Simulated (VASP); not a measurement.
**As: single point with PBEsol**

As:

```xyz
2
Lattice="-2.6493 2.6493 1.4452 2.6493 -2.6493 1.4452 2.6493 2.6493 -1.4452" Properties=species:S:1:pos:R:3 pbc="T T T"
As    0.0000    0.0000    0.0000
As    0.0000    2.6493    0.7226
```

| Quantity | Value |
| --- | --- |
| Program | VASP 6.6.1 |
| Task | single point |
| Functional | PBEsol |
| Potentials or basis | VASP PAW PBE potentials, release 64 (As) |
| Cutoff | 520 eV |
| k mesh | 8 × 8 × 8 |
| Occupations | gaussian, width 0.1 eV |
| Spin | no spin polarisation |

- Pressure: -3.1 GPa
- Band gap on the k mesh: zero (band 5 reaches 9.13 eV, above the bottom of band 6 at 3.41 eV)

Stress tensor (GPa, compression positive):
```
-1.43  0.00  0.00
 0.00 -1.43  0.00
 0.00  0.00 -6.43
```

Levels at points of the mesh, in eV from the Fermi level:
| k point | band 3 | band 4 | band 5 | band 6 | band 7 | band 8 |
| --- | --- | --- | --- | --- | --- | --- |
| (0.00, 0.00, 0.00) | -3.85 | -3.85 | 2.72 | 4.36 | 4.36 | 4.51 |
| (0.50, 0.00, 0.00) | -5.00 | -3.55 | -3.05 | 0.88 | 1.29 | 2.43 |
| (0.50, 0.50, 0.00) | -1.31 | -1.31 | -0.59 | -0.59 | 4.33 | 4.33 |
| (0.50, 0.50, 0.50) | -6.69 | -6.69 | 3.40 | 3.40 | 6.71 | 6.71 |

Run time: 9.4 s on 1 thread of Intel(R) Xeon(R) 6975P-C (Granite Rapids) (shared host), peak memory 0.17 GiB.

Caveat: the PAW data sets were made with another functional, which shifts forces and pressure a little.
